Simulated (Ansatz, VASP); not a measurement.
Y2C in VASP and in Ansatz

```xyz
3
Lattice="1.8064 1.0429 5.9680 -1.8064 1.0429 5.9680 0.0000 -2.0858 5.9680" Properties=species:S:1:pos:R:3 pbc="T T T"
Y     0.0000    0.0000    4.6180
Y     0.0000    0.0000   13.2860
C     0.0000    0.0000    0.0000
```

Change from the starting cell: volume scaled by 0.99, crystal datasets.

Alike in both runs: task electric field gradients; functional PBEsol; k mesh 11 × 11 × 11; occupations fermi-dirac, width 0.05 eV; no spin polarisation.

```csv
,VASP,Ansatz
version,VASP 6.6.1,Ansatz 0.2.0
potentials or method,"VASP PAW PBE potentials, release 64 (Y_sv, C), cutoff 520 eV","all-electron PAW with datasets made for the crystal, scalar-relativistic"
```

```csv
,VASP,Ansatz,Ansatz less VASP
pressure (GPa),-2.1,-2.1,+0.08
"traceless stress, the component that is largest in VASP (GPa)",1.45,1.45,+0.001
rms of the force components (eV/Å),0.223,0.222,-0.0007
size of Vzz on the site where it differs most (V/Å²),14.5,15.3,+0.79
```

VASP's potentials were made for PBE, not for PBEsol. Atom by atom the forces differ by 0.001 eV/Å (rms over components). Ansatz ran all-electron here, and VASP with PAW potentials.
